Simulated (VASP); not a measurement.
Runs of VASP 6.6.1 on Zn. The structure is that of space group Fm-3m (No. 225), or close to it. The cells are those of the table. This isn't the form of Zn at room conditions, which is hcp.

```tsv
level	cell	k mesh	screening parameter	gap on the mesh (eV)	pressure (GPa)
PBE0	a = 2.779 Å, angles 60.0°, 1 atom	8 × 8 × 8	-	none	0.0
PBE0	a = 2.833 Å, angles 60.0°, 1 atom	8 × 8 × 8	-	none	(b)
PBEsol-based global hybrid with 25 % exact exchange	a = 2.779 Å, angles 60.0°, 1 atom	6 × 6 × 6	-	none	(c)
PBE0	a = 2.779 Å, angles 60.0°, 1 atom	6 × 6 × 6	-	none	-0.9
PBE0	a = 2.767 Å, angles 60.0°, 1 atom	6 × 6 × 6	-	none	(a)
HSE06	a = 2.797 Å, angles 60.0°, 1 atom	8 × 8 × 8	0.2079 1/Å	none	-0.8
HSE06	a = 2.779 Å, angles 60.0°, 1 atom	8 × 8 × 8	0.2079 1/Å	none	0.5
HSE06	a = 2.833 Å, angles 60.0°, 1 atom	8 × 8 × 8	0.2079 1/Å	none	-3.1
```

Alike in all rows: task single point; potentials or basis VASP PAW PBE potentials, release 64 (Zn); no spin polarisation; cutoff (eV) 520; smearing fermi-dirac 0.05 eV.

**Question.** Fill in the values left out.

**Answer.** (a) -0.1; (b) -3.6; (c) -4.5.

Caveats: some runs use coarse meshes; the PAW data sets were made with another functional, which shifts forces and pressure a little; the cell stands under tension (at least some runs).

A gap of «none» marks levels without a gap at the run's occupations.
